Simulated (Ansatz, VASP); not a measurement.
# La3Tl in VASP and in Ansatz

```
La Tl
1.0
     5.16120    0.00000    0.00000
     0.00000    5.16120    0.00000
     0.00000    0.00000    5.06000
La Tl
3 1
Direct
  0.00000 0.50000 0.50000
  0.50000 0.00000 0.50000
  0.50000 0.50000 0.00000
  0.00000 0.00000 0.00000
```

Change from the starting cell: equal xx and yy strain of +2 %.

Alike in both runs: task single point; functional LDA; k mesh 8 × 8 × 8; occupations fermi-dirac, width 0.08 eV; no spin polarisation.

|  | VASP | Ansatz |
| --- | --- | --- |
| version | VASP 6.6.1 | Ansatz 0.2.0 |
| potentials or method | VASP PAW LDA potentials, release 64 (La, Tl_d), cutoff 520 eV | all-electron LAPW, scalar-relativistic |

```csv
,VASP,Ansatz,Ansatz less VASP
pressure (GPa),-4.8,-4.8,+0.05
"traceless stress, the component that is largest in VASP (GPa)",0.32,0.32,-0.001
```

LDA's correlation is that of Perdew and Zunger in VASP and of Perdew and Wang (1992) in Ansatz. Ansatz ran all-electron here, and VASP with PAW potentials.

Neither program's run includes spin-orbit coupling.
